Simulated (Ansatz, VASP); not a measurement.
# TlAgS2: VASP beside Ansatz

```
CELL_PARAMETERS angstrom
4.43521 0.00000 0.00000
0.00000 4.43521 0.00000
0.00000 0.00000 6.27233
ATOMIC_POSITIONS crystal
Tl 0.50000 0.50000 0.50000
Ag 0.00000 0.00000 0.00000
S 0.50000 0.00000 0.25000
S 0.00000 0.50000 0.75000
```

Alike in both runs: task single point; functional PBE; k mesh 4 × 4 × 4; occupations gaussian, width 0.1 eV; collinear spin.

```csv
,VASP,Ansatz
version,VASP 6.6.1,Ansatz 0.2.0
potentials or method,"VASP PAW PBE potentials, release 64 (Tl_d, Ag, S), cutoff 520 eV","scalar-relativistic, plane waves, PAW"
valence electrons in the cell,36,44
```

VASP gave:

- gap on the k mesh at the Fermi level (eV): none
- pressure (GPa): -4.8
- traceless stress, the component that is largest in VASP (GPa): 0.21
- rms of the force components (eV/Å): 0.040
- net moment per atom (μB): 0.00

Problem. What did Ansatz give for the same quantities?

Solution. gap on the k mesh at the Fermi level (eV): none; pressure (GPa): -4.8; traceless stress, the component that is largest in VASP (GPa): 0.21; rms of the force components (eV/Å): 0.041; net moment per atom (μB): 0.00.

Atom by atom the forces differ by 0.001 eV/Å (rms over components). A gap of «none» marks a metal or a gap that the smearing closes. VASP's potentials hold 36 valence electrons a cell and Ansatz's 44, so a difference there can come from the potentials and not from the codes. Ansatz's warnings: seeded moment not kept.

Spin-orbit coupling is off throughout.
